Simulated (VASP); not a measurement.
# Li (P1) in VASP: a series of runs

The runs below take Li through single point, with PBE+D3(BJ).

Everything below comes from runs of VASP 6.6.1. Logs are shortened: lines on timing, memory, paths and dates and some standing lists are left out, and cuts for length are marked.

## 1. The cell of the first run

The typed cell holds 16 atoms: a = 7.094 Å, b = 7.094 Å, c = 7.094 Å, α = 90.00°, β = 90.00°, γ = 90.00°.

## 2. Single point, PBE+D3(BJ)

The input, INCAR:

```
  PREC = Accurate
  ENCUT = 520
  EDIFF = 1E-7
  ISMEAR = -1
  SIGMA = 0.11
  LREAL = Auto
  LASPH = T
  NELM = 100
  ALGO = Normal
  ISIF = 2
  LWAVE = F
  LCHARG = F
  GGA = PE
  IVDW = 12
  NBANDS = 38
```

The input, KPOINTS:

```
Automatic mesh
0
Gamma
  2 2 2
```

The input, POSCAR:

```
Li
1.0
    7.0944470000      0.0000000000      0.0000000000
    0.0000000000      7.0944470000      0.0000000000
    0.0000000000      0.0000000000      7.0944470000
Li
16
Direct
    0.0482067172      0.0624150128     -0.0036084560
    0.6028940663      0.0314189393     -0.0469381193
    0.0071746255      0.5509520333     -0.0217353093
    0.0631761714     -0.0222568440      0.5645683166
    0.2717900352      0.2274736847      0.2033703261
    0.5197163359      0.5308377101      0.0960469505
    0.4942739018     -0.1248582166      0.3894454353
    0.8147217112      0.3261564996      0.2760327902
    0.1193045772      0.5405636267      0.4892840837
    0.2626702264      0.7915345622      0.1393061362
    0.2711275452      0.2191573212      0.7102174419
    0.5277507888      0.5400420921      0.4432762695
    0.8171743337      0.7173215897      0.2229208281
    0.6980811894      0.2989944107      0.6745698431
    0.3006576834      0.6672260713      0.6965447765
    0.6373999270      0.7040858858      0.7693622914
```

Potentials or basis: VASP PAW PBE potentials, release 64 (Li_sv).

Command:

```console
$ cat potpaw_PBE.64/Li_sv/POTCAR > POTCAR
$ mpirun -np 1 vasp_std > vasp.out
```

OUTCAR:

```text
PREC = Accurate
   ENCUT = 520
   EDIFF = 1E-7
   ISMEAR = -1
   LREAL = Auto
   LASPH = T
   NELM = 100
   ISIF = 2
   GGA = PE
   IVDW = 12
 IVDW          = 12

 ion  position               nearest neighbor table
   1  0.048  0.062  0.996-   5 2.46
   2  0.603  0.031  0.953-
   3  0.007  0.551  0.978-  13 2.49
   4  0.063  0.978  0.565-  11 2.49
   5  0.272  0.227  0.203-   1 2.46
   6  0.520  0.531  0.096-  12 2.46
   7  0.494  0.875  0.389-  12 2.42  10 2.49
   8  0.815  0.326  0.276-
   9  0.119  0.541  0.489-  15 2.15
  10  0.263  0.792  0.139-   7 2.49
  11  0.271  0.219  0.710-   4 2.49
  12  0.528  0.540  0.443-   7 2.42   6 2.46  15 2.58
  13  0.817  0.717  0.223-   3 2.49
  14  0.698  0.299  0.675-
  15  0.301  0.667  0.697-   9 2.15  16 2.46  12 2.58
  16  0.637  0.704  0.769-  15 2.46

  LATTYP: Found a simple cubic cell.
 ALAT       =     7.0944470000

  Lattice vectors:

 A1 = (   7.0944470000,   0.0000000000,   0.0000000000)
 A2 = (   0.0000000000,   7.0944470000,   0.0000000000)
 A3 = (   0.0000000000,   0.0000000000,   7.0944470000)

Analysis of symmetry for initial positions (statically):
=====================================================================
 Subroutine PRICEL returns:
 Original cell was already a primitive cell.

 Routine SETGRP: Setting up the symmetry group for a
 simple cubic supercell.

 Subroutine GETGRP returns: Found  1 space group operations
 (whereof  1 operations were pure point group operations)
 out of a pool of 48 trial point group operations.

The static configuration has the point symmetry C_1 .

Analysis of symmetry for dynamics (positions and initial velocities):
=====================================================================
 Subroutine PRICEL returns:
 Original cell was already a primitive cell.

 Routine SETGRP: Setting up the symmetry group for a
 simple cubic supercell.

 Subroutine GETGRP returns: Found  1 space group operations
 (whereof  1 operations were pure point group operations)
 out of a pool of 48 trial point group operations.

[... 108 lines left out ...]
   LASPH  =      T    aspherical Exc in radial PAW
   ENCUT  =  520.0 eV  38.22 Ry    6.18 a.u.  13.19 13.19 13.19*2*pi/ulx,y,z
   NELM   =    100;   NELMIN=  2; NELMDL= -5     # of ELM steps
   EDIFF  = 0.1E-06   stopping-criterion for ELM
   LREAL  =      T    real-space projection
   EDIFFG = 0.1E-05   stopping-criterion for IOM
   NSW    =      0    number of steps for IOM
   IBRION =     -1    ionic relax: 0-MD 1-quasi-New 2-CG
   NFREE  =      0    steps in history (QN), initial steepest desc. (CG)
   ISIF   =      2    stress and relaxation
   ISYM   =      2    0-nonsym 1-usesym 2-fastsym
   POTIM  = 0.5000    time-step for ionic-motion
   TEBEG  =    0.0;   TEEND  =   0.0 temperature during run
   PSTRESS=    0.0 pullay stress
   NELECT =      48.0000    total number of electrons
   NUPDOWN=      -1.0000    fix difference up-down
   EMIN   =  10.00;   EMAX   =-10.00  energy-range for DOS
   EFERMI =   0.00;   METHOD = LEGACY
   ISMEAR =    -1;   SIGMA  =   0.11  broadening in eV -4-tet -1-fermi 0-gaus
   EFERMI_NEDOS =   21; number of points for ismear=-14 and -15
   IALGO  =     38    algorithm
   IMIX   =      4    mixing-type and parameters
     AMIX     =   0.40;   BMIX     =  1.00
     AMIX_MAG =   1.60;   BMIX_MAG =  1.00
  volume/ion in A,a.u.               =      22.32       150.60
  Fermi-wavevector in a.u.,A,eV,Ry     =   0.838629  1.584780  9.568965  0.703299
  Thomas-Fermi vector in A             =   1.952715
   LORBIT       =      0    0 simple, 1 ext, 2 COOP (PROOUT), +10 PAW based schemes
   GGA     = PE    functional components
   LHFCALC =     F    Hartree Fock is set to
   AEXX    =    0.0000 exact exchange contribution
   IVDW    =    12    specifies the selected vdW correction
   LEPSILON=     F    determine dielectric tensor
   LRPA    =     F    only Hartree local field effects (RPA)
 non-spin polarized calculation
  energy-cutoff  :      520.00
  volume of cell :      357.07
 maximum number of plane-waves:      9771
 NGX is ok and might be reduce to    54
   NGX = 27   NGY = 27   NGZ = 27

 number of electron      47.9999986 magnetization

 Free energy of the ion-electron system (eV)
  ---------------------------------------------------
  ext. energy  EPLUGINS =         0.00000000
  ---------------------------------------------------
  free energy    TOTEN  =       -27.41277904 eV

  energy without entropy =      -27.06426749  energy(sigma->0) =      -27.23852326

 E-fermi :   0.1858     XC(G=0):  -6.7660

 val. band max:        0.1840230448   @ k =   0.5000   0.5000   0.0000
 cond. band min:       0.1883909361   @ k =   0.5000   0.0000   0.5000
 fundamental gap:      0.0043678913
 Fermi energy:         0.1858199252

 k-point     1 :       0.0000    0.0000    0.0000
  band No.  band energies     occupation
      1     -46.8389      2.00000
      2     -46.8144      2.00000
      3     -46.7392      2.00000
      4     -46.6786      2.00000
      5     -46.6355      2.00000
      6     -46.5961      2.00000
[... 301 lines left out ...]
     35       3.1722      0.00000
     36       3.4066      0.00000
 [bands above 36 left out]

------------------------ aborting loop because EDIFF is reached ----------------------------------------

 Edisp (eV)   -2.45880

 E8    (eV) :    -1.0284

  FORCE on cell =-STRESS in cart. coord.  units (eV):
  Direction    XX          YY          ZZ          XY          YZ          ZX
  --------------------------------------------------------------------------------------
  -------------------------------------------------------------------------------------
  Total      -1.44368    -1.70390    -1.50888     0.79281     1.61093     2.02463
  in kB      -6.47778    -7.64540    -6.77035     3.55732     7.22821     9.08447
  external pressure =       -6.96 kB  Pullay stress =        0.00 kB

 VOLUME and BASIS-vectors are now :
 -----------------------------------------------------------------------------
  energy-cutoff  :      520.00
  volume of cell :      357.07
      direct lattice vectors                 reciprocal lattice vectors
     7.094447000  0.000000000  0.000000000     0.140955313  0.000000000  0.000000000
     0.000000000  7.094447000  0.000000000     0.000000000  0.140955313  0.000000000
     0.000000000  0.000000000  7.094447000     0.000000000  0.000000000  0.140955313

 POSITION                                       TOTAL-FORCE (eV/Angst)
 -----------------------------------------------------------------------------------
      0.34200      0.44280      7.06885        -0.674680     -0.263014     -0.342595
      4.27720      0.22290      6.76145        -0.211838      0.018423      0.396407
      0.05090      3.90870      6.94025         0.104326     -0.479954     -0.545709
      0.44820      6.93655      4.00530        -0.515368     -0.356104     -0.423049
      1.92820      1.61380      1.44280         0.365548      0.379848      0.523862
      3.68710      3.76600      0.68140        -0.210031     -0.394725     -0.721602
[... 8 lines left out ...]
      2.13300      4.73360      4.94160         0.115100      0.605625      1.139561
      4.52200      4.99510      5.45820         0.807978      0.114366      0.026115
 -----------------------------------------------------------------------------------
    total drift:                               -0.001771     -0.001087      0.005367

  FREE ENERGIE OF THE ION-ELECTRON SYSTEM (eV)
  ---------------------------------------------------
  free  energy   TOTEN  =       -29.8715819946 eV

  energy  without entropy=      -29.5230704384  energy(sigma->0) =      -29.69732622
```

OSZICAR:

```text
N       E                     dE             d eps       ncg     rms          rms(c)
DAV:   1     0.272846768122E+03    0.27285E+03   -0.20817E+04   608   0.124E+03
DAV:   2     0.467237608461E+02   -0.22612E+03   -0.21151E+03   608   0.332E+02
DAV:   3    -0.116230077722E+02   -0.58347E+02   -0.56353E+02  1148   0.835E+01
DAV:   4    -0.253780578871E+02   -0.13755E+02   -0.13484E+02  1040   0.667E+01
DAV:   5    -0.286012021530E+02   -0.32231E+01   -0.32213E+01  1096   0.202E+01    0.320E+00
DAV:   6    -0.274799996346E+02    0.11212E+01   -0.20744E+00   788   0.655E+00    0.117E+00
DAV:   7    -0.274129673301E+02    0.67032E-01   -0.57021E-01  1000   0.250E+00    0.386E-01
DAV:   8    -0.274137316051E+02   -0.76428E-03   -0.87941E-02   920   0.102E+00    0.235E-01
DAV:   9    -0.274127717351E+02    0.95987E-03   -0.10516E-02   984   0.324E-01    0.114E-01
DAV:  10    -0.274127814833E+02   -0.97482E-05   -0.13062E-03   928   0.130E-01    0.397E-02
DAV:  11    -0.274127824760E+02   -0.99263E-06   -0.19479E-04  1008   0.521E-02    0.122E-02
DAV:  12    -0.274127807927E+02    0.16832E-05   -0.20080E-05   952   0.182E-02    0.485E-03
DAV:  13    -0.274127793616E+02    0.14311E-05   -0.24170E-06   928   0.601E-03    0.138E-03
DAV:  14    -0.274127790551E+02    0.30650E-06   -0.25219E-07   752   0.242E-03    0.497E-04
DAV:  15    -0.274127790422E+02    0.12907E-07   -0.92374E-08   608   0.107E-03
   1 F= -.29871582E+02 E0= -.29697326E+02  d E =-.348512E+00
```

It took 1.8 min on 1 thread of AMD EPYC 7R13 (Zen 3), shared host; peak memory 0.34 GiB.

What came out:

| Quantity | Value |
| --- | --- |
| Free energy | -29.8716 eV |
| Largest force | 1.335 eV/Å |
| Band gap on the k mesh | zero (band 24 reaches 0.60 eV, above the bottom of band 25 at -0.06 eV) |
| Dispersion energy per atom | -0.154 eV |

Forces in eV/Å, atoms in the order of the input:
```
Li  -0.675 -0.263 -0.343
Li  -0.212  0.018  0.396
Li   0.104 -0.480 -0.546
Li  -0.515 -0.356 -0.423
Li   0.366  0.380  0.524
Li  -0.210 -0.395 -0.722
Li   0.114  0.931  0.320
Li   0.168 -0.509 -0.052
Li  -0.807 -0.445 -0.965
Li  -0.126 -0.079 -0.032
Li   0.569  0.453  0.154
Li  -0.143 -0.605  0.007
Li   0.150  0.653  0.362
Li   0.294 -0.023  0.153
Li   0.115  0.606  1.140
Li   0.808  0.114  0.026
```

Caveat: the k points lie up to 0.44 Å⁻¹ apart; the cutoff is under 1.25 times the usual one of these potentials, so pressure, stress and relaxed cells hold a basis-set (Pulay) error; pairwise dispersion overbinds metals, which lowers pressure and volume; forces of over 1 eV/Å act on the atoms, so gaps and moduli don't describe the material at rest.

(Continued in part 2 of 2.)
